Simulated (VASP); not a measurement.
Crystal: HfO2.

```
Hf O
1.0
     0.00000    2.52918    2.52918
     2.52918    0.00000    2.52918
     2.52918    2.52918    0.00000
Hf O
1 2
Direct
  0.00000 0.00000 0.00000
  0.75000 0.75000 0.75000
  0.25000 0.25000 0.25000
```

Base run:

```yaml
Program: VASP 6.6.1
Functional: PBE
Potentials_or_basis: VASP PAW PBE potentials, release 64 (Hf_pv, O)
Cutoff: 520 eV
k_mesh: 6 × 6 × 6
Occupations: gaussian, width 0.01 eV
Spin: no spin polarisation
```

Its results: band gap on the k mesh 3.82 eV; pressure 2.1 GPa.

The run is repeated on the same cell with these changes: functional from PBE to HSE06. What comes out?

Band gap on the k mesh 5.36 eV; pressure -5.3 GPa.

Caveats: spin-orbit coupling is left out, which moves the levels of the heavy elements; the cell stands under tension (at least some runs); the PAW data sets were made with another functional, which shifts forces and pressure a little (at least some runs).

A k mesh can miss the band edges.
